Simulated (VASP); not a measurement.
## SmZn3I2: relaxation of cell and atoms with PBE

Crystal: SmZn3I2.

```xyz
6
Lattice="3.8221 0.0000 0.0000 0.0000 3.8221 0.0000 0.0000 0.0000 12.7766" Properties=species:S:1:pos:R:3 pbc="T T T"
Sm    1.9111    1.9111    6.3883
Zn    0.0000    0.0000    0.0000
Zn    0.0000    0.0000    9.1295
Zn    0.0000    0.0000    3.6470
I     1.9111    1.9111   10.8264
I     1.9111    1.9111    1.9502
```

The cell was generated, and may not be a known phase.

```yaml
Program: VASP 6.6.1
Task: relaxation of cell and atoms
Functional: PBE
Potentials_or_basis: VASP PAW PBE potentials, release 64 (Sm_3, Zn, I), 4f in core
Cutoff: 500 eV
k_mesh: 4 × 4 × 2
Occupations: gaussian, width 0.2 eV
Spin: no spin polarisation
Dipole_correction: no
Further_INCAR_settings: ALGO = Normal; EDIFF = 1e-07; IBRION = 2; EDIFFG = -0.08; NSW = 36; ISIF = 3
```

```json
{
  "Relaxed volume": "31.09 Å³/atom",
  "Relaxed cell": "a = 3.834 Å, b = 3.834 Å, c = 12.692 Å, α = 90.00°, β = 90.00°, γ = 90.00°",
  "Space group after relaxing (to 0.1 Å)": "P4/mmm (No. 123)",
  "Pressure after relaxing": "0.1 GPa",
  "Largest force after relaxing": "0.070 eV/Å",
  "Band gap on the k mesh": "zero (an odd number of electrons rules out a gap without spin polarisation)"
}
```

Forces in eV/Å, atoms in the order of the input:
```
Sm   0.000  0.000  0.000
Zn   0.000  0.000  0.000
Zn   0.000  0.000  0.070
Zn   0.000  0.000 -0.070
I    0.000  0.000 -0.024
I    0.000  0.000  0.024
```

Stress tensor (GPa, compression positive):
```
 0.10  0.00  0.00
 0.00  0.10  0.00
 0.00  0.00 -0.05
```

Final structure:
```
Sm Zn I
1.0
     3.83389    0.00000    0.00000
     0.00000    3.83389    0.00000
     0.00000    0.00000   12.69248
Sm Zn I
1 3 2
Direct
  0.50000 0.50000 0.50000
  0.00000 0.00000 0.00000
  0.00000 0.00000 0.63811
  0.00000 0.00000 0.36189
  0.50000 0.50000 0.75951
  0.50000 0.50000 0.24049
```

Levels at points of the mesh, in eV from the Fermi level:
| k point | band 28 | band 29 | band 30 | band 31 | band 32 | band 33 | band 34 | band 35 |
| --- | --- | --- | --- | --- | --- | --- | --- | --- |
| (0.00, 0.00, 0.00) | -1.85 | -1.85 | -0.97 | -0.23 | 1.33 | 2.15 | 2.15 | 2.93 |
| (0.50, 0.00, 0.00) | -1.26 | -1.21 | -1.19 | -1.06 | 1.22 | 1.48 | 2.66 | 2.91 |
| (0.50, 0.50, 0.00) | -2.47 | -1.94 | -0.40 | -0.11 | -0.11 | 0.65 | 1.20 | 1.20 |
| (0.00, 0.00, 0.50) | -1.84 | -1.84 | -0.24 | -0.23 | 0.93 | 2.14 | 2.14 | 2.44 |
| (0.50, 0.00, 0.50) | -1.26 | -1.21 | -1.02 | -0.94 | 1.22 | 1.52 | 2.86 | 2.91 |
| (0.50, 0.50, 0.50) | -2.50 | -1.96 | -0.17 | -0.16 | -0.16 | 0.31 | 1.35 | 1.35 |

Wall time 21 min on 1 thread of Intel(R) Xeon(R) 6975P-C (Granite Rapids) (shared host), peak memory 0.32 GiB.

Caveat: the k points lie up to 0.41 Å⁻¹ apart in the final cell, too coarse for converged energies and pressures of a metal; spin-orbit coupling is left out, which moves the levels of the heavy elements; the 4f electrons are frozen in the core, so they carry no moment and show no levels; the run has no spin polarisation, though such a crystal can be magnetic; the relaxation stopped at a loose force limit of 0.08 eV/Å, so its end isn't a converged minimum. Spin polarisation is off, so any magnetic state and its effect on volume and gap are missing.
